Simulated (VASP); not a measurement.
# Ag (a cell with a defect) in VASP: single point with PBE

Aim: the single point of Ag (a cell with a defect) with PBE.

Program: VASP 6.6.1. These are calculated values, not measurements. Logs are shortened: lines on timing, memory, paths and dates and some standing lists are left out, and cuts for length are marked.

**1. The cell of the first run**

The cell holds a defect, 26 atoms: a = 8.798 Å, b = 8.798 Å, c = 8.798 Å, α = 60.00°, β = 60.00°, γ = 60.00°.

**2. Single point, PBE (atoms taken out, then relaxed in part)**

Contents of INCAR:

```
SYSTEM = Ag
ALGO = Normal
EDIFF = 1E-6
ENCUT = 520
GGA = PE
ISIF = 2
ISMEAR = 0
KPAR = 4
LASPH = .TRUE.
LCHARG = .FALSE.
LREAL = Auto
LWAVE = .FALSE.
NBANDS = 162
NELM = 100
PREC = Accurate
SIGMA = 0.1
```

Contents of KPOINTS:

```
k-points
0
G
  6 6 6
  0 0 0
```

Contents of POSCAR:

```
Ag
1.0
    0.0000000000      6.2212473400     -6.2212473400
    6.2212473400      6.2212473400      0.0000000000
    6.2212473400      0.0000000000     -6.2212473400
Ag
26
Direct
    0.6666666667      0.3299570244      0.6666666667
    0.6666666667      0.6700429756      0.6666666667
    0.3367096423      1.0000000000      0.6666666667
    0.3367096423      0.3299570244      0.6666666667
    0.3334163118      0.6667496451      0.6664177313
   -0.0033763089      0.0000000000      0.6666666667
   -0.0000829785      0.3332503549      0.6669156020
   -0.0033763089      0.6700429756      0.6666666667
    0.6666666667      1.0000000000      0.3367096423
    0.6666666667      0.3299570244      0.3367096423
    0.6664177313      0.6667496451      0.3334163118
    0.3334163118     -0.0002489354      0.3334163118
    0.3339387975      0.3327278691      0.3339387975
    0.3334163118      0.6667496451      0.3334163118
   -0.0033763089      0.0000000000      0.3367096423
   -0.0006054642      0.3327278691      0.3339387975
   -0.0006054642      0.6672721309      0.3339387975
    0.6666666667      0.0000000000     -0.0033763089
    0.6669156020      0.3332503549     -0.0000829785
    0.6666666667      0.6700429756     -0.0033763089
    0.3367096423      0.0000000000     -0.0033763089
    0.3339387975      0.3327278691     -0.0006054642
    0.3339387975      0.6672721309     -0.0006054642
   -0.0000829785      0.0002489354     -0.0000829785
   -0.0000829785      0.3332503549     -0.0000829785
   -0.0006054642      0.6672721309     -0.0006054642
```

Potentials or basis: VASP PAW PBE potentials, release 64 (Ag).

On the command line:

```bash
> cat potpaw_PBE.64/Ag/POTCAR > POTCAR
> mpirun -np 4 vasp_std > vasp.out
```

OUTCAR:

```text
SYSTEM = Ag
   EDIFF = 1E-6
   ENCUT = 520
   GGA = PE
   ISIF = 2
   ISMEAR = 0
   LASPH = .TRUE.
   LREAL = Auto
   NELM = 100
   PREC = Accurate

 ion  position               nearest neighbor table
   1  0.667  0.330  0.667-   6 2.90  18 2.90  10 2.90   4 2.90  16 2.93  22 2.93  19 2.95   7 2.95
                             5 2.95  11 2.95   2 2.99
   2  0.667  0.670  0.667-   8 2.90  20 2.90   9 2.90   3 2.90  17 2.93  23 2.93   7 2.95  19 2.95
                             5 2.95  11 2.95   1 2.99
   3  0.337  0.000  0.667-  21 2.90   4 2.90   9 2.90   2 2.90  23 2.93  13 2.93  24 2.95   5 2.95
                            12 2.95   7 2.95   6 2.99
   4  0.337  0.330  0.667-  21 2.90   3 2.90  10 2.90   1 2.90  22 2.93  13 2.93   5 2.95  14 2.95
                            25 2.95   7 2.95   8 2.99
   5  0.333  0.667  0.666-  11 2.93  12 2.93  14 2.93  22 2.93  23 2.93  26 2.93   4 2.95   8 2.95
                             1 2.95   6 2.95   3 2.95   2 2.95
   6  0.997  0.000  0.667-  18 2.90   1 2.90  15 2.90   8 2.90  26 2.93  16 2.93  24 2.95   7 2.95
                            12 2.95   5 2.95   3 2.99
   7  1.000  0.333  0.667-  19 2.93  24 2.93  25 2.93  13 2.93  17 2.93  16 2.93   1 2.95   6 2.95
                             2 2.95   8 2.95   3 2.95   4 2.95
   8  0.997  0.670  0.667-   2 2.90  20 2.90  15 2.90   6 2.90  26 2.93  17 2.93  25 2.95   5 2.95
                            14 2.95   7 2.95   4 2.99
   9  0.667  0.000  0.337-  15 2.90   3 2.90  10 2.90   2 2.90  17 2.93  13 2.93  24 2.95  11 2.95
                            12 2.95  19 2.95  18 2.99
  10  0.667  0.330  0.337-  15 2.90   4 2.90   9 2.90   1 2.90  16 2.93  13 2.93  11 2.95  14 2.95
                            25 2.95  19 2.95  20 2.99
  11  0.666  0.667  0.333-   5 2.93  12 2.93  14 2.93  16 2.93  17 2.93  26 2.93  10 2.95  20 2.95
                             1 2.95  18 2.95   9 2.95   2 2.95
[... 13 lines left out ...]
                            11 2.95  12 2.95   9 2.99
  19  0.667  0.333  1.000-   7 2.93  24 2.93  25 2.93  13 2.93  23 2.93  22 2.93   1 2.95  18 2.95
                             2 2.95  20 2.95   9 2.95  10 2.95
  20  0.667  0.670  0.997-   2 2.90   8 2.90  18 2.90  21 2.90  26 2.93  23 2.93  25 2.95  11 2.95
                            14 2.95  19 2.95  10 2.99
  21  0.337  0.000  0.997-   3 2.90   4 2.90  18 2.90  20 2.90  22 2.93  23 2.93  12 2.95  14 2.95
                            25 2.95  24 2.95  15 2.99
  22  0.334  0.333  0.999-   4 2.93  21 2.93  18 2.93   1 2.93  25 2.93  12 2.93   5 2.93  19 2.93
                            13 2.94  16 2.94  26 2.94  23 2.94
  23  0.334  0.667  0.999-   3 2.93  21 2.93   2 2.93  20 2.93  24 2.93  14 2.93   5 2.93  19 2.93
                            17 2.94  26 2.94  13 2.94  22 2.94
  24  1.000  0.000  1.000-   7 2.93  19 2.93  25 2.93  26 2.93  17 2.93  23 2.93   6 2.95  18 2.95
                             3 2.95   9 2.95  21 2.95  15 2.95
  25  1.000  0.333  1.000-   7 2.93  19 2.93  24 2.93  22 2.93  16 2.93  26 2.93  20 2.95   8 2.95
                             4 2.95  10 2.95  21 2.95  15 2.95
  26  0.999  0.667  0.999-   6 2.93  18 2.93   8 2.93  20 2.93  24 2.93  11 2.93   5 2.93  25 2.93
                            17 2.94  23 2.94  22 2.94  16 2.94

  LATTYP: Found a face centered cubic cell.
 ALAT       =    12.4424946800

  Lattice vectors:

 A1 = (   0.0000000000,   6.2212473400,  -6.2212473400)
 A2 = (   6.2212473400,   6.2212473400,   0.0000000000)
 A3 = (   6.2212473400,   0.0000000000,  -6.2212473400)

Analysis of symmetry for initial positions (statically):
=====================================================================
 Subroutine PRICEL returns:
 Original cell was already a primitive cell.

 Routine SETGRP: Setting up the symmetry group for a
 face centered cubic supercell.

 Subroutine GETGRP returns: Found 48 space group operations
 (whereof  6 operations were pure point group operations)
 out of a pool of 48 trial point group operations.

The static configuration has the point symmetry C_3v.
 The point group associated with its full space group is O_h .

Analysis of symmetry for dynamics (positions and initial velocities):
=====================================================================
 Subroutine PRICEL returns:
 Original cell was already a primitive cell.

 Routine SETGRP: Setting up the symmetry group for a
 face centered cubic supercell.

 Subroutine GETGRP returns: Found 48 space group operations
 (whereof  6 operations were pure point group operations)
 out of a pool of 48 trial point group operations.

The dynamic configuration has the point symmetry C_3v.
 The point group associated with its full space group is O_h .

 Subroutine INISYM returns: Found 48 space group operations
 (whereof  6 operations are pure point group operations),
 and found     1 'primitive' translations

----------------------------------------------------------------------------------------

                                     Primitive cell

  volume of cell :     481.5733

  direct lattice vectors                    reciprocal lattice vectors
     0.000000000  6.221247340 -6.221247340    -0.080369735  0.080369735 -0.080369735
     6.221247340  6.221247340  0.000000000     0.080369735  0.080369735  0.080369735
     6.221247340  0.000000000 -6.221247340     0.080369735 -0.080369735 -0.080369735

  length of vectors
     8.798172363  8.798172363  8.798172363     0.139204464  0.139204464  0.139204464

  position of ions in fractional coordinates (direct lattice)
     0.666666667  0.329957024  0.666666667
     0.666666667  0.670042976  0.666666667
     0.336709642  0.000000000  0.666666667
     0.336709642  0.329957024  0.666666667
     0.333416312  0.666749645  0.666417731
     0.996623691  0.000000000  0.666666667
[... 18 lines left out ...]
     0.999917022  0.333250355  0.999917022
     0.999394536  0.667272131  0.999394536

  ion indices of the primitive-cell ions
   primitive index   ion index
                 1           1
                 2           2
                 3           3
                 4           4
                 5           5
                 6           6
[... 18 lines left out ...]
                25          25
                26          26

----------------------------------------------------------------------------------------

 KPOINTS: k-points

Automatic generation of k-mesh.
 Grid dimensions read from file:
 generate k-points for:    6    6    6

 Generating k-lattice:

  Cartesian coordinates                     Fractional coordinates (reciprocal lattice)
    -0.013394956  0.013394956 -0.013394956     0.166666667  0.000000000  0.000000000
     0.013394956  0.013394956  0.013394956     0.000000000  0.166666667  0.000000000
     0.013394956 -0.013394956 -0.013394956     0.000000000  0.000000000  0.166666667

  Length of vectors
     0.023200744  0.023200744  0.023200744

  Shift w.r.t. Gamma in fractional coordinates (k-lattice)
     0.000000000  0.000000000  0.000000000

 Subroutine IBZKPT returns following result:
 ===========================================

 Found     16 irreducible k-points:

 Following reciprocal coordinates:
            Coordinates               Weight
  0.000000  0.000000  0.000000      1.000000
  0.166667  0.000000  0.000000      8.000000
  0.333333  0.000000  0.000000      8.000000
  0.500000  0.000000  0.000000      4.000000
  0.166667  0.166667  0.000000      6.000000
  0.333333  0.166667  0.000000     24.000000
[... 8 lines left out ...]
 -0.333333  0.333333  0.166667     24.000000
 -0.333333  0.500000  0.166667     12.000000
   k-points           NKPTS =     16   k-points in BZ     NKDIM =     16   number of bands    NBANDS=    162
   number of dos      NEDOS =    301   number of ions     NIONS =     26
   total plane-waves  NPLWV = 343000
   dimension x,y,z NGX =    70 NGY =   70 NGZ =   70
   dimension x,y,z NGXF=   140 NGYF=  140 NGZF=  140
   ions per type =              26
   NGX,Y,Z   is equivalent  to a cutoff of  13.23, 13.23, 13.23 a.u.
   NGXF,Y,Z  is equivalent  to a cutoff of  26.45, 26.45, 26.45 a.u.
 SYSTEM =  Ag
   PREC   = accura    normal or accurate (medium, high low for compatibility)
   ISTART =      0    job   : 0-new  1-cont  2-samecut
   ICHARG =      2    charge: 1-file 2-atom 10-const
   ISPIN  =      1    spin polarized calculation?
   LNONCOLLINEAR =      F non collinear calculations
   LSORBIT =      F    spin-orbit coupling
   LASPH  =      T    aspherical Exc in radial PAW
   ENCUT  =  520.0 eV  38.22 Ry    6.18 a.u.  16.36 16.36 16.36*2*pi/ulx,y,z
   NELM   =    100;   NELMIN=  2; NELMDL= -5     # of ELM steps
   EDIFF  = 0.1E-05   stopping-criterion for ELM
   LREAL  =      T    real-space projection
   EDIFFG = 0.1E-04   stopping-criterion for IOM
   NSW    =      0    number of steps for IOM
   IBRION =     -1    ionic relax: 0-MD 1-quasi-New 2-CG
   NFREE  =      0    steps in history (QN), initial steepest desc. (CG)
   ISIF   =      2    stress and relaxation
   ISYM   =      2    0-nonsym 1-usesym 2-fastsym
   POTIM  = 0.5000    time-step for ionic-motion
   TEBEG  =    0.0;   TEEND  =   0.0 temperature during run
   PSTRESS=    0.0 pullay stress
   NELECT =     286.0000    total number of electrons
   NUPDOWN=      -1.0000    fix difference up-down
   EMIN   =  10.00;   EMAX   =-10.00  energy-range for DOS
   EFERMI =   0.00;   METHOD = LEGACY
   ISMEAR =     0;   SIGMA  =   0.10  broadening in eV -4-tet -1-fermi 0-gaus
   EFERMI_NEDOS =   21; number of points for ismear=-14 and -15
   IALGO  =     38    algorithm
   IMIX   =      4    mixing-type and parameters
     AMIX     =   0.40;   BMIX     =  1.00
     AMIX_MAG =   1.60;   BMIX_MAG =  1.00
  volume/ion in A,a.u.               =      18.52       124.99
  Fermi-wavevector in a.u.,A,eV,Ry     =   1.376077  2.600408 25.763824  1.893588
  Thomas-Fermi vector in A             =   2.501355
   LORBIT       =      0    0 simple, 1 ext, 2 COOP (PROOUT), +10 PAW based schemes
   GGA     = PE    functional components
   LHFCALC =     F    Hartree Fock is set to
   AEXX    =    0.0000 exact exchange contribution
   IVDW    =     0    specifies the selected vdW correction
   LEPSILON=     F    determine dielectric tensor
   LRPA    =     F    only Hartree local field effects (RPA)
 non-spin polarized calculation
 Gauss-broadening in eV      SIGMA  =   0.10
  energy-cutoff  :      520.00
  volume of cell :      481.57
 maximum number of plane-waves:     12987
 NGX is ok and might be reduce to    70
   NGX = 33   NGY = 33   NGZ = 33

 number of electron     286.0000002 magnetization

 Free energy of the ion-electron system (eV)
  ---------------------------------------------------
  ext. energy  EPLUGINS =         0.00000000
  ---------------------------------------------------
  free energy    TOTEN  =       -69.91228275 eV

  energy without entropy =      -69.86757059  energy(sigma->0) =      -69.88992667

 E-fermi :   7.3191     XC(G=0): -11.6830

 val. band max:        7.3144268983   @ k =   0.5000   0.5000   0.0000
 cond. band min:       7.3193041332   @ k =  -0.3333   0.5000   0.1667
 fundamental gap:      0.0048772348
 Fermi energy:         7.3191465623

 k-point     1 :       0.0000    0.0000    0.0000
  band No.  band energies     occupation
      1       0.0648      2.00000
      2       1.3724      2.00000
      3       1.3849      2.00000
      4       1.3849      2.00000
      5       1.3849      2.00000
      6       1.4559      2.00000
[... 2517 lines left out ...]
    154      10.2082      0.00000
    155      10.3269      0.00000
 [bands above 155 left out]

------------------------ aborting loop because EDIFF is reached ----------------------------------------

  FORCE on cell =-STRESS in cart. coord.  units (eV):
  Direction    XX          YY          ZZ          XY          YZ          ZX
  --------------------------------------------------------------------------------------
  -------------------------------------------------------------------------------------
  Total       -2.9935574     -2.9935574     -2.9935574      0.0000000      0.0000000      0.0000000
  in kB       -9.9594595     -9.9594595     -9.9594595      0.0000000      0.0000000      0.0000000
  external PRESSURE =      -9.9594595 kB  Pullay stress =       0.0000000 kB

 VOLUME and BASIS-vectors are now :
 -----------------------------------------------------------------------------
  energy-cutoff  :      520.00
  volume of cell :      481.57
      direct lattice vectors                 reciprocal lattice vectors
     0.000000000  6.221247340 -6.221247340    -0.080369735  0.080369735 -0.080369735
     6.221247340  6.221247340  0.000000000     0.080369735  0.080369735  0.080369735
     6.221247340  0.000000000 -6.221247340     0.080369735 -0.080369735 -0.080369735

 POSITION                                       TOTAL-FORCE (eV/Angst)
 -----------------------------------------------------------------------------------
      6.20024      6.20024     -8.29500         0.000379      0.000379      0.000000
      8.31600      8.31600     -8.29500        -0.000379     -0.000379      0.000000
      4.14750      2.09475     -6.24225        -0.000000     -0.000379      0.000379
      6.20024      4.14750     -6.24225         0.000379      0.000000      0.000379
      8.29396      6.22228     -6.22021        -0.001216      0.001216      0.001216
      4.14750      6.20024    -10.34774        -0.000000      0.000379     -0.000379
[... 18 lines left out ...]
      8.29396      8.29396    -12.44146        -0.001216     -0.001216      0.001216
     10.36875     10.36875    -12.43496        -0.000000      0.000000      0.000928
 -----------------------------------------------------------------------------------
    total drift:                               -0.000006     -0.000007     -0.000002

  FREE ENERGIE OF THE ION-ELECTRON SYSTEM (eV)
  ---------------------------------------------------
  free  energy   TOTEN  =       -69.9122827505 eV

  energy  without entropy=      -69.8675705900  energy(sigma->0) =      -69.88992667
```

Wall time 12 min (4 MPI ranks of AMD EPYC 7R13 (Zen 3), shared host); peak memory 1.2 GiB.

What came out:

* Free energy: -69.9123 eV
* Pressure: -1.0 GPa
* Band gap on the k mesh: zero (bands 143 and 144 overlap by 2.44 eV)

Forces in eV/Å, atoms in the order of the input:
```
Ag   0.000  0.000  0.000
Ag   0.000  0.000  0.000
Ag   0.000  0.000  0.000
Ag   0.000  0.000  0.000
Ag  -0.001  0.001  0.001
Ag   0.000  0.000  0.000
Ag   0.001 -0.001 -0.001
Ag   0.000  0.000  0.000
Ag   0.000  0.000  0.000
Ag   0.000  0.000  0.000
Ag   0.001 -0.001  0.001
Ag  -0.001 -0.001 -0.001
Ag   0.000  0.000 -0.001
Ag   0.001  0.001 -0.001
Ag   0.000  0.000  0.000
Ag   0.000 -0.001  0.000
Ag   0.001  0.000  0.000
Ag   0.000  0.000  0.000
Ag  -0.001  0.001 -0.001
Ag   0.000  0.000  0.000
Ag   0.000  0.000  0.000
Ag  -0.001  0.000  0.000
Ag   0.000  0.001  0.000
Ag   0.001  0.001  0.001
Ag  -0.001 -0.001  0.001
Ag   0.000  0.000  0.001
```

Levels at points of the mesh, in eV from the Fermi level:
```csv
k point,band 141,band 142,band 143,band 144,band 145,band 146,band 147,band 148
"(0.00, 0.00, 0.00)",-2.06,-1.82,-1.82,-1.82,-1.38,2.97,2.97,2.97
"(0.50, 0.00, 0.00)",-0.41,-0.34,-0.34,-0.19,-0.03,1.27,1.27,1.47
"(0.50, 0.50, 0.00)",-0.11,0.00,0.00,0.14,0.59,0.59,0.65,0.65
```

Caveat: the cell differs from its parent crystal (atoms taken out, then relaxed in part).
